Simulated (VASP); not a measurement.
# Be2CdS (P-4m2) in VASP: further runs, part 2 of 2

VASP 6.6.1. Earlier steps stand in the parts before.

### 3 Single point, PBE

This run uses another cell than the first one, of 19.17 Å³/atom.

Input file INCAR:

```
PREC = Accurate
ENCUT = 520
EDIFF = 1E-6
ISMEAR = 0
SIGMA = 0.1
LREAL = F
LASPH = T
NELM = 100
ALGO = Normal
ISIF = 2
LWAVE = F
LCHARG = F
GGA = PE
NBANDS = 19
```

Input file KPOINTS:

```
Automatic mesh
0
Gamma
  4 4 4
```

Input file POSCAR:

```
Be2CdS
1.0
    3.7717165000      0.0000000000      0.0000000000
    0.0000000000      3.7717165000      0.0000000000
    0.0000000000      0.0000000000      5.3906247900
Be Cd S
2 1 1
Direct
    0.5000000000      0.0000000000      0.7257360200
    0.0000000000      0.5000000000      0.2742639800
    0.0000000000      0.0000000000      0.0000000000
    0.5000000000      0.5000000000      0.5000000000
```

Potentials or basis: VASP PAW PBE potentials, release 64 (Be, Cd, S).

Run with:

```
$ cat potpaw_PBE.64/Be/POTCAR potpaw_PBE.64/Cd/POTCAR potpaw_PBE.64/S/POTCAR > POTCAR
$ mpirun -np 1 vasp_std > vasp.out
```

OUTCAR:

```text
PREC = Accurate
   ENCUT = 520
   EDIFF = 1E-6
   ISMEAR = 0
   LREAL = F
   LASPH = T
   NELM = 100
   ISIF = 2
   GGA = PE

 ion  position               nearest neighbor table
   1  0.500  0.000  0.726-   4 2.24   4 2.24   3 2.40   3 2.40
   2  0.000  0.500  0.274-   4 2.24   4 2.24   3 2.40   3 2.40
   3  0.000  0.000  0.000-   1 2.40   2 2.40   2 2.40   1 2.40
   4  0.500  0.500  0.500-   1 2.24   2 2.24   1 2.24   2 2.24

  LATTYP: Found a simple tetragonal cell.
[... 586 lines left out ...]
  Direction    XX          YY          ZZ          XY          YZ          ZX
  --------------------------------------------------------------------------------------
  -------------------------------------------------------------------------------------
  Total       -3.0004535     -3.0004535      0.4883696      0.0000000      0.0000000     -0.0000000
  in kB      -62.6874063    -62.6874063     10.2033327      0.0000000      0.0000000     -0.0000000
  external PRESSURE =     -38.3904933 kB  Pullay stress =       0.0000000 kB

 VOLUME and BASIS-vectors are now :
 -----------------------------------------------------------------------------
  energy-cutoff  :      520.00
  volume of cell :       76.69
      direct lattice vectors                 reciprocal lattice vectors
     3.771716500  0.000000000  0.000000000     0.265131274  0.000000000  0.000000000
     0.000000000  3.771716500  0.000000000     0.000000000  0.265131274  0.000000000
     0.000000000  0.000000000  5.390624790     0.000000000  0.000000000  0.185507254

 POSITION                                       TOTAL-FORCE (eV/Angst)
 -----------------------------------------------------------------------------------
      1.88586      0.00000      3.91217        -0.000000     -0.000000     -1.602429
      0.00000      1.88586      1.47845        -0.000000     -0.000000      1.602429
      0.00000      0.00000      0.00000         0.000000     -0.000000      0.000000
      1.88586      1.88586      2.69531        -0.000000      0.000000      0.000000
 -----------------------------------------------------------------------------------
    total drift:                               -0.000000      0.000000     -0.000000

  FREE ENERGIE OF THE ION-ELECTRON SYSTEM (eV)
  ---------------------------------------------------
  free  energy   TOTEN  =       -11.2673888531 eV

  energy  without entropy=      -11.2549712809  energy(sigma->0) =      -11.26118007
```

stdout:

```text
POSCAR found type information on POSCAR BeCdS
 POSCAR found :  3 types and       4 ions
 scaLAPACK will be used
 LDA part: xc-table for (Slater+PW92), standard interpolation
 POSCAR, INCAR and KPOINTS ok, starting setup
 FFT: planning ... GRIDC
 FFT: planning ... GRID_SOFT
 FFT: planning ... GRID
 WAVECAR not read
 entering main loop
```

Wall time 17 s (1 thread of Intel Xeon Platinum 8375C at 2.90GHz (Ice Lake), shared host); peak memory 0.19 GiB.

Results:

| Item | Value |
| --- | --- |
| Free energy | -11.2674 eV |
| Pressure | -3.8 GPa |
| Largest force | 1.602 eV/Å |
| Band gap on the k mesh | zero (bands 11 and 12 overlap by 2.92 eV) |

Forces on the atoms (eV/Å):
```
Be   0.000  0.000 -1.602
Be   0.000  0.000  1.602
Cd   0.000  0.000  0.000
S    0.000  0.000  0.000
```

Caveat: the k points lie up to 0.42 Å⁻¹ apart, too coarse for converged energies and pressures of a metal; forces of over 1 eV/Å act on the atoms, so gaps and moduli don't describe the material at rest.

### 4 Single point, PBE

Input file INCAR:

```
SYSTEM = Be2CdS
ALGO = Normal
EDIFF = 1E-6
ENCUT = 520
GGA = PE
ISIF = 2
ISMEAR = 0
LASPH = .True.
LCHARG = .False.
LREAL = .False.
LWAVE = .False.
NBANDS = 19
NELM = 100
PREC = Accurate
SIGMA = 0.1
```

Input file KPOINTS:

```
k-points
0
Gamma
  6 6 4
  0 0 0
```

Input file POSCAR:

```
Be2CdS
1.0
    3.2053975035      0.0000000000      0.0000000000
    0.0000000000      3.2053975035      0.0000000000
    0.0000000000      0.0000000000      6.7455510436
Be Cd S
2 1 1
Direct
    0.5000000000      0.0000000000      0.6854054934
    0.0000000000      0.5000000000      0.3145945066
    0.0000000000      0.0000000000      0.0000000000
    0.5000000000      0.5000000000      0.5000000000
```

Run with:

```
$ cat potpaw_PBE.64/Be/POTCAR potpaw_PBE.64/Cd/POTCAR potpaw_PBE.64/S/POTCAR > POTCAR
$ mpirun -np 1 vasp_std > vasp.out
```

Run time: 24 s. Hardware: 1 thread of Intel Xeon Platinum 8375C at 2.90GHz (Ice Lake), shared host; peak memory 0.19 GiB.

The run converged. Its results:

```yaml
Free_energy: -12.5162 eV
Pressure: 0.0 GPa
Largest_force: 0.003 eV/Å
Band_gap_on_the_k_mesh: zero (bands 11 and 12 overlap by 1.88 eV)
```

Forces on the atoms (eV/Å):
```
Be   0.000  0.000 -0.003
Be   0.000  0.000  0.003
Cd   0.000  0.000  0.000
S    0.000  0.000  0.000
```

Levels at points of the mesh, in eV from the Fermi level:
| k point | band 7 | band 8 | band 9 | band 10 | band 11 | band 12 | band 13 | band 14 | band 15 | band 16 |
| --- | --- | --- | --- | --- | --- | --- | --- | --- | --- | --- |
| (0.00, 0.00, 0.00) | -6.27 | -6.03 | -2.60 | -2.60 | -0.22 | 3.45 | 4.53 | 4.89 | 5.24 | 5.24 |
| (0.50, 0.00, 0.00) | -6.90 | -4.96 | -2.42 | -1.90 | -1.64 | -1.08 | 4.66 | 5.73 | 5.84 | 6.06 |
| (0.50, 0.50, 0.00) | -5.75 | -5.75 | -4.54 | -1.05 | 0.80 | 0.80 | 1.31 | 3.29 | 3.84 | 4.01 |
| (0.00, 0.00, 0.50) | -7.23 | -3.85 | -2.58 | -2.58 | -2.34 | 3.79 | 4.31 | 4.75 | 4.75 | 6.55 |
| (0.50, 0.00, 0.50) | -7.00 | -5.27 | -3.01 | -1.90 | -0.71 | 0.45 | 2.66 | 3.37 | 5.79 | 5.92 |
| (0.50, 0.50, 0.50) | -5.73 | -5.73 | -4.51 | -0.81 | 0.24 | 0.49 | 0.49 | 4.61 | 5.74 | 5.74 |

### 5 Summary

| cell | k mesh | gap on the mesh (eV) | pressure (GPa) | largest force (eV/Å) |
| --- | --- | --- | --- | --- |
| a = 3.211, b = 3.211, c = 6.708 Å, 4 atoms, atomic positions A | 4 × 4 × 4 | none | 0.0 | 0.01 |
| a = 3.772, b = 3.772, c = 5.391 Å, 4 atoms, atomic positions B | 4 × 4 × 4 | none | -3.8 | 1.60 |
| a = 3.205, b = 3.205, c = 6.746 Å, 4 atoms, atomic positions C | 6 × 6 × 4 | none | 0.0 | - |

Alike in all rows: task single point; level PBE; potentials or basis VASP PAW PBE potentials, release 64 (Be, Cd, S); no spin polarisation; cutoff (eV) 520; smearing gaussian 0.1 eV.

Caveats: some runs use coarse meshes; forces of over 1 eV/Å act on the atoms, so gaps and moduli don't describe the material at rest (at least some runs).

Absolute energies hang on the potentials; compare differences alone.
